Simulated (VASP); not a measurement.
# Ni (Fm-3m) in VASP: further runs

The runs below take Ni through single point, with LDA.

Everything below comes from runs of VASP 6.6.1. Logs are shortened: lines on timing, memory, paths and dates and some standing lists are left out, and cuts for length are marked.

**1. The cell of the first run**

Symmetry: Fm-3m, No. 225, cubic system. Conventional cell: a = 3.587 Å, b = 3.587 Å, c = 3.587 Å, α = 90.00°, β = 90.00°, γ = 90.00°. Within 3.3 Å of Ni (site symmetry m-3m) lie 12 Ni at 2.54 Å.

**2. Single point, LDA, collinear spin, ferromagnetic start**

Contents of INCAR:

```
  ALGO = Normal
  EDIFF = 1E-6
  ENCUT = 520
  ISIF = 2
  ISMEAR = -1
  ISPIN = 2
  ISYM = 0
  LASPH = T
  LCHARG = T
  LELF = T
  LMAXMIX = 4
  LORBIT = 11
  LREAL = F
  LVHAR = T
  LWAVE = F
  MAGMOM = 2 2
  NBANDS = 21
  NELM = 150
  PREC = Accurate
  SIGMA = 0.05
```

Contents of KPOINTS:

```
k-points
0
Gamma
  11 7 9
```

Contents of POSCAR:

```
Ni
1.0
    0.0000000000     -1.7935000000     -1.7935000000
   -3.5870000000     -1.7935000000     -1.7935000000
    0.0000000000      1.7935000000     -1.7935000000
Ni
2
Direct
    0.0000000000      0.0000000000      0.0000000000
    0.0000000000      0.5000000000      0.5000000000
```

Potentials or basis: VASP PAW LDA potentials, release 64 (Ni).

Launch:

```
cat potpaw_LDA.64/Ni/POTCAR > POTCAR
mpirun -np 1 vasp_std > vasp.out
```

OUTCAR:

```text
EDIFF = 1E-6
   ENCUT = 520
   ISIF = 2
   ISMEAR = -1
   ISPIN = 2
   ISYM = 0
   LASPH = T
   LORBIT = 11
   LREAL = F
   NELM = 150
   PREC = Accurate

 ion  position               nearest neighbor table
   1  0.000  0.000  0.000-   2 2.54   2 2.54   2 2.54   2 2.54   2 2.54   2 2.54   2 2.54   2 2.54

   2  0.000  0.500  0.500-   1 2.54   1 2.54   1 2.54   1 2.54   1 2.54   1 2.54   1 2.54   1 2.54

IMPORTANT INFORMATION: All symmetrisations will be switched off!
NOSYMM: (Re-)initialisation of all symmetry stuff for point group C_1.

----------------------------------------------------------------------------------------

                                     Primitive cell

  volume of cell :      23.0762

  direct lattice vectors                    reciprocal lattice vectors
     0.000000000 -1.793500000 -1.793500000     0.278784500 -0.278784500 -0.278784500
    -3.587000000 -1.793500000 -1.793500000    -0.278784500  0.000000000  0.000000000
     0.000000000  1.793500000 -1.793500000     0.000000000  0.278784500 -0.278784500

  length of vectors
     2.536392024  4.393159854  2.536392024     0.482868918  0.278784500  0.394260820

  position of ions in fractional coordinates (direct lattice)
     0.000000000  0.000000000  0.000000000
     0.000000000  0.500000000  0.500000000

  ion indices of the primitive-cell ions
   primitive index   ion index
                 1           1
                 2           2

----------------------------------------------------------------------------------------

 KPOINTS: k-points

Automatic generation of k-mesh.
 Grid dimensions read from file:
 generate k-points for:   11    7    9

 Generating k-lattice:

  Cartesian coordinates                     Fractional coordinates (reciprocal lattice)
     0.025344045 -0.025344045 -0.025344045     0.090909091  0.000000000  0.000000000
    -0.039826357  0.000000000  0.000000000     0.000000000  0.142857143  0.000000000
     0.000000000  0.030976056 -0.030976056     0.000000000  0.000000000  0.111111111

  Length of vectors
     0.043897174  0.039826357  0.043806758

  Shift w.r.t. Gamma in fractional coordinates (k-lattice)
     0.000000000  0.000000000  0.000000000

 -----------------------------------------------------------------------------
|                                                                             |
|           W    W    AA    RRRRR   N    N  II  N    N   GGGG   !!!           |
|           W    W   A  A   R    R  NN   N  II  NN   N  G    G  !!!           |
|           W    W  A    A  R    R  N N  N  II  N N  N  G       !!!           |
|           W WW W  AAAAAA  RRRRR   N  N N  II  N  N N  G  GGG   !            |
|           WW  WW  A    A  R   R   N   NN  II  N   NN  G    G                |
|           W    W  A    A  R    R  N    N  II  N    N   GGGG   !!!           |
|                                                                             |
|     Your reciprocal lattice and k-lattice belong to different lattice       |
|     classes:                                                                |
|                                                                             |
|        The reciprocal lattice is simple tetragonal,                         |
|        whereas your k-lattice is simple monoclinic.                         |
|                                                                             |
|     Results are often still useful ...                                      |
|                                                                             |
 -----------------------------------------------------------------------------

 WARNING: IBZKPT: internal override: KBLOWUP is changed to .FALSE.
      ... skipping the blow-up phase ...

 Subroutine IBZKPT returns following result:
 ===========================================

 Found    347 irreducible k-points:

 Following reciprocal coordinates:
            Coordinates               Weight
  0.000000  0.000000  0.000000      1.000000
  0.090909  0.000000  0.000000      2.000000
  0.181818  0.000000  0.000000      2.000000
  0.272727  0.000000  0.000000      2.000000
  0.363636  0.000000  0.000000      2.000000
  0.454545  0.000000  0.000000      2.000000
[... 16 lines left out ...]
  0.454545  0.285714  0.000000      2.000000
 -0.454545  0.285714  0.000000      2.000000
 [... further k-points ...]
   k-points           NKPTS =    347   k-points in BZ     NKDIM =    347   number of bands    NBANDS=     21
   number of dos      NEDOS =    301   number of ions     NIONS =      2
   total plane-waves  NPLWV =  14400
   dimension x,y,z NGX =    20 NGY =   36 NGZ =   20
   dimension x,y,z NGXF=    40 NGYF=   72 NGZF=   40
   ions per type =               2
   NGX,Y,Z   is equivalent  to a cutoff of  13.11, 13.62, 13.11 a.u.
   NGXF,Y,Z  is equivalent  to a cutoff of  26.22, 27.25, 26.22 a.u.
 SYSTEM =  unknown system
   PREC   = accura    normal or accurate (medium, high low for compatibility)
   ISTART =      0    job   : 0-new  1-cont  2-samecut
   ICHARG =      2    charge: 1-file 2-atom 10-const
   ISPIN  =      2    spin polarized calculation?
   LNONCOLLINEAR =      F non collinear calculations
   LSORBIT =      F    spin-orbit coupling
   LASPH  =      T    aspherical Exc in radial PAW
   ENCUT  =  520.0 eV  38.22 Ry    6.18 a.u.   4.72  8.17  4.72*2*pi/ulx,y,z
   NELM   =    150;   NELMIN=  2; NELMDL= -5     # of ELM steps
   EDIFF  = 0.1E-05   stopping-criterion for ELM
   LREAL  =      F    real-space projection
   EDIFFG = 0.1E-04   stopping-criterion for IOM
   NSW    =      0    number of steps for IOM
   IBRION =     -1    ionic relax: 0-MD 1-quasi-New 2-CG
   NFREE  =      0    steps in history (QN), initial steepest desc. (CG)
   ISIF   =      2    stress and relaxation
   ISYM   =      0    0-nonsym 1-usesym 2-fastsym
   POTIM  = 0.5000    time-step for ionic-motion
   TEBEG  =    0.0;   TEEND  =   0.0 temperature during run
   PSTRESS=    0.0 pullay stress
   NELECT =      20.0000    total number of electrons
   NUPDOWN=      -1.0000    fix difference up-down
   EMIN   =  10.00;   EMAX   =-10.00  energy-range for DOS
   EFERMI =   0.00;   METHOD = LEGACY
   ISMEAR =    -1;   SIGMA  =   0.05  broadening in eV -4-tet -1-fermi 0-gaus
   EFERMI_NEDOS =   21; number of points for ismear=-14 and -15
   IALGO  =     38    algorithm
   IMIX   =      4    mixing-type and parameters
     AMIX     =   0.40;   BMIX     =  1.00
     AMIX_MAG =   1.60;   BMIX_MAG =  1.00
  volume/ion in A,a.u.               =      11.54        77.86
  Fermi-wavevector in a.u.,A,eV,Ry     =   1.560858  2.949594 33.147579  2.436278
  Thomas-Fermi vector in A             =   2.664009
   LORBIT       =     11    0 simple, 1 ext, 2 COOP (PROOUT), +10 PAW based schemes
   GGA     = CA    functional components
   LHFCALC =     F    Hartree Fock is set to
   AEXX    =    0.0000 exact exchange contribution
   IVDW    =     0    specifies the selected vdW correction
   LEPSILON=     F    determine dielectric tensor
   LRPA    =     F    only Hartree local field effects (RPA)
 spin polarized calculation
  energy-cutoff  :      520.00
  volume of cell :       23.08
 maximum number of plane-waves:       641
   NGX =  9   NGY = 17   NGZ =  9

 number of electron      19.9999994 magnetization       1.1906111

 Free energy of the ion-electron system (eV)
  ---------------------------------------------------
  ext. energy  EPLUGINS =         0.00000000
  ---------------------------------------------------
  free energy    TOTEN  =       -12.90476903 eV

  energy without entropy =      -12.87360415  energy(sigma->0) =      -12.88918659

 E-fermi :   8.2013     XC(G=0): -13.2676

 val. band max:        8.1938794652   @ k =  -0.0909   0.2857   0.0000
 cond. band min:       8.2041656005   @ k =   0.0909  -0.2857   0.2222
 fundamental gap:      0.0102861354
 Fermi energy:         8.2012738684

 spin component 1

 k-point     1 :       0.0000    0.0000    0.0000
  band No.  band energies     occupation
      1      -0.3659      1.00000
      2       3.9490      1.00000
      3       4.3890      1.00000
      4       6.0105      1.00000
      5       6.0108      1.00000
      6       6.0152      1.00000
[... 13 lines left out ...]
     20      34.7926      0.00000
     21      34.7934      0.00000

 k-point     2 :       0.0909    0.0000    0.0000
  band No.  band energies     occupation
      1      -0.0577      1.00000
      2       4.0591      1.00000
      3       4.4837      1.00000
      4       5.9386      1.00000
      5       6.0746      1.00000
      6       6.0780      1.00000
[... 13 lines left out ...]
     20      34.1139      0.00000
     21      34.1142      0.00000
[... 487 lines left out ...]
      5       5.9050      1.00000
      6       5.9296      1.00000
[... 13 lines left out ...]
     20      31.6888      0.00000
     21      37.5686      0.00000

 k-point    24 :      -0.4545    0.2857    0.0000
  band No.  band energies     occupation
      1       3.6976      1.00000
      2       4.1168      1.00000
      3       5.7720      1.00000
      4       5.9826      1.00000
      5       6.1879      1.00000
      6       6.2206      1.00000
[... 13 lines left out ...]
     20      31.9405      0.00000
     21      36.1543      0.00000

 [... further k-points ...]

 spin component 2

 k-point     1 :       0.0000    0.0000    0.0000
  band No.  band energies     occupation
      1      -0.3339      1.00000
      2       4.3031      1.00000
      3       4.8943      1.00000
      4       6.6168      1.00000
      5       6.6231      1.00000
      6       6.6249      1.00000
[... 13 lines left out ...]
     20      34.8394      0.00000
     21      34.8416      0.00000

 k-point     2 :       0.0909    0.0000    0.0000
  band No.  band energies     occupation
      1      -0.0253      1.00000
      2       4.4097      1.00000
      3       4.9895      1.00000
      4       6.5396      1.00000
      5       6.6847      1.00000
      6       6.6908      1.00000
[... 13 lines left out ...]
     20      34.1972      0.00000
     21      34.1973      0.00000
[... 487 lines left out ...]
      5       6.3844      1.00000
      6       6.4514      1.00000
[... 13 lines left out ...]
     20      31.8090      0.00000
     21      37.6766      0.00000

 k-point    24 :      -0.4545    0.2857    0.0000
  band No.  band energies     occupation
      1       3.9655      1.00000
      2       4.4901      1.00000
      3       6.2425      1.00000
      4       6.4872      1.00000
      5       6.6075      1.00000
      6       6.7310      1.00000
[... 13 lines left out ...]
     20      32.0571      0.00000
     21      36.2644      0.00000

 [... further k-points ...]
[... 5 lines left out ...]
  --------------------------------------------------------------------------------------
  -------------------------------------------------------------------------------------
  Total       -3.5935650     -3.6531836     -3.6531836     -0.0015088      0.0220564     -0.0015089
  in kB     -249.5008090   -253.6401197   -253.6401161     -0.1047538      1.5313703     -0.1047643
  external PRESSURE =    -252.2603483 kB  Pullay stress =       0.0000000 kB

 VOLUME and BASIS-vectors are now :
 -----------------------------------------------------------------------------
  energy-cutoff  :      520.00
  volume of cell :       23.08
      direct lattice vectors                 reciprocal lattice vectors
     0.000000000 -1.793500000 -1.793500000     0.278784500 -0.278784500 -0.278784500
    -3.587000000 -1.793500000 -1.793500000    -0.278784500  0.000000000  0.000000000
     0.000000000  1.793500000 -1.793500000     0.000000000  0.278784500 -0.278784500

 POSITION                                       TOTAL-FORCE (eV/Angst)
 -----------------------------------------------------------------------------------
      0.00000      0.00000      0.00000         0.000000     -0.000000      0.000000
     -1.79350      0.00000     -1.79350        -0.000000      0.000000     -0.000000
 -----------------------------------------------------------------------------------
    total drift:                               -0.000000      0.000000     -0.000000

  FREE ENERGIE OF THE ION-ELECTRON SYSTEM (eV)
  ---------------------------------------------------
  free  energy   TOTEN  =       -12.9047690255 eV

  energy  without entropy=      -12.8736041466  energy(sigma->0) =      -12.88918659

 total charge

# of ion       s       p       d       tot
------------------------------------------
    1        0.475   0.446   8.302   9.223
    2        0.475   0.446   8.302   9.223
--------------------------------------------------
tot          0.950   0.892  16.604  18.446

 magnetization (x)

# of ion       s       p       d       tot
------------------------------------------
    1       -0.006  -0.019   0.629   0.605
    2       -0.006  -0.019   0.629   0.605
--------------------------------------------------
tot         -0.011  -0.037   1.259   1.210
```

Wall time 3.1 min (1 thread of Intel Xeon 6975P-C (Granite Rapids), shared host); peak memory 0.31 GiB.

What came out:

| Quantity | Value |
| --- | --- |
| Free energy | -12.9048 eV |
| Pressure | -25.2 GPa |
| Net moment | 1.19 μB per cell |
| Site moments | Ni +0.60 μB |
| Valence electrons inside the program's atomic spheres | Ni 9.22 |

Stress tensor (GPa, compression positive):
```
-24.95  -0.01  -0.01
 -0.01 -25.36   0.15
 -0.01   0.15 -25.36
```

Levels at points of the mesh, in eV from the Fermi level:
Spin up:
| k point | band 8 | band 9 | band 10 | band 11 | band 12 | band 13 | band 14 | band 15 |
| --- | --- | --- | --- | --- | --- | --- | --- | --- |
| (0.00, 0.00, 0.00) | -1.13 | -0.48 | -0.37 | -0.37 | 2.44 | 8.78 | 14.25 | 14.25 |
Spin down:
```
           k point  band 6  band 7  band 8  band 9  band 10  band 11  band 12  band 13  band 14  band 15
(0.00, 0.00, 0.00)   -1.58   -0.57   -0.57    0.11     0.32     0.32     2.48     9.03    14.31    14.31
```

Caveat: the cell stands under tension.

**3. Single point, LDA, collinear spin**

Contents of INCAR:

```
SYSTEM = Ni
ALGO     = Normal         ! electronic algorithm
EDIFF    = 1E-7           ! SCF threshold, eV
ENCUT    = 520            ! plane-wave cutoff, eV
GGA      = CA             ! functional
ISIF     = 2              ! what is computed and relaxed
ISMEAR   = -1             ! smearing method
ISPIN    = 2              ! spin polarisation
ISYM     = 0            
LASPH    = .TRUE.         ! aspherical terms in the spheres
LCHARG   = .FALSE.        ! write CHGCAR
LMAXMIX  = 4              ! l up to which the mixer works
LORBIT   = 11             ! projections on sites
LREAL    = .FALSE.        ! projectors in reciprocal space
LWAVE    = .FALSE.        ! write WAVECAR
MAGMOM   = 0.06 0.06      ! initial moments
NBANDS   = 21             ! bands
NELM     = 150            ! most SCF steps
PREC     = Accurate       ! precision mode
SIGMA    = 0.05           ! smearing width, eV
```

Contents of KPOINTS:

```
k-points
0
G
  11 7 9
  0 0 0
```

POSCAR is that of step 2.

Potentials or basis: VASP PAW LDA potentials, release 64 (Ni).

Launch:

```
cat potpaw_LDA.64/Ni/POTCAR > POTCAR
mpirun -np 1 vasp_std > vasp.out
```

OUTCAR:

```text
SYSTEM = Ni
   EDIFF = 1E-7
   ENCUT = 520
   GGA = CA
   ISIF = 2
   ISMEAR = -1
   ISPIN = 2
   ISYM = 0
   LASPH = .TRUE.
   LORBIT = 11
   LREAL = .FALSE.
   NELM = 150
   PREC = Accurate

 ion  position               nearest neighbor table
   1  0.000  0.000  0.000-   2 2.54   2 2.54   2 2.54   2 2.54   2 2.54   2 2.54   2 2.54   2 2.54

   2  0.000  0.500  0.500-   1 2.54   1 2.54   1 2.54   1 2.54   1 2.54   1 2.54   1 2.54   1 2.54

IMPORTANT INFORMATION: All symmetrisations will be switched off!
NOSYMM: (Re-)initialisation of all symmetry stuff for point group C_1.

----------------------------------------------------------------------------------------

                                     Primitive cell

  volume of cell :      23.0762

  direct lattice vectors                    reciprocal lattice vectors
     0.000000000 -1.793500000 -1.793500000     0.278784500 -0.278784500 -0.278784500
    -3.587000000 -1.793500000 -1.793500000    -0.278784500  0.000000000  0.000000000
     0.000000000  1.793500000 -1.793500000     0.000000000  0.278784500 -0.278784500

  length of vectors
     2.536392024  4.393159854  2.536392024     0.482868918  0.278784500  0.394260820

[... 743 lines left out ...]
      4       6.6169      1.00000
      5       6.6232      1.00000
      6       6.6250      1.00000
[... 565 lines left out ...]
     20      32.0571      0.00000
     21      36.2645      0.00000

 [... further k-points ...]
[... 5 lines left out ...]
  --------------------------------------------------------------------------------------
  -------------------------------------------------------------------------------------
  Total       -3.5937417     -3.6533211     -3.6533209     -0.0015083      0.0219764     -0.0015086
  in kB     -249.5130734   -253.6496625   -253.6496527     -0.1047183      1.5258161     -0.1047436
  external PRESSURE =    -252.2707962 kB  Pullay stress =       0.0000000 kB

 VOLUME and BASIS-vectors are now :
 -----------------------------------------------------------------------------
  energy-cutoff  :      520.00
  volume of cell :       23.08
      direct lattice vectors                 reciprocal lattice vectors
     0.000000000 -1.793500000 -1.793500000     0.278784500 -0.278784500 -0.278784500
    -3.587000000 -1.793500000 -1.793500000    -0.278784500  0.000000000  0.000000000
     0.000000000  1.793500000 -1.793500000     0.000000000  0.278784500 -0.278784500

 POSITION                                       TOTAL-FORCE (eV/Angst)
 -----------------------------------------------------------------------------------
      0.00000      0.00000      0.00000        -0.000000      0.000000      0.000000
     -1.79350      0.00000     -1.79350         0.000000     -0.000000     -0.000000
 -----------------------------------------------------------------------------------
    total drift:                               -0.000000     -0.000000      0.000000

  FREE ENERGIE OF THE ION-ELECTRON SYSTEM (eV)
  ---------------------------------------------------
  free  energy   TOTEN  =       -12.9047690047 eV

  energy  without entropy=      -12.8736056181  energy(sigma->0) =      -12.88918731

 total charge

# of ion       s       p       d       tot
------------------------------------------
    1        0.475   0.446   8.302   9.223
    2        0.475   0.446   8.302   9.223
--------------------------------------------------
tot          0.950   0.892  16.604  18.446

 magnetization (x)

# of ion       s       p       d       tot
------------------------------------------
    1       -0.006  -0.019   0.629   0.605
    2       -0.006  -0.019   0.629   0.605
--------------------------------------------------
tot         -0.011  -0.037   1.259   1.210
```

Wall time 3.2 min (1 thread of Intel Xeon 6975P-C (Granite Rapids), shared host); peak memory 0.31 GiB.

What came out:

| Quantity | Value |
| --- | --- |
| Free energy | -12.9048 eV |
| Pressure | -25.2 GPa |
| Net moment | 1.19 μB per cell |
| Site moments | Ni +0.60 μB |
| Valence electrons inside the program's atomic spheres | Ni 9.22 |

Caveat: the cell stands under tension.
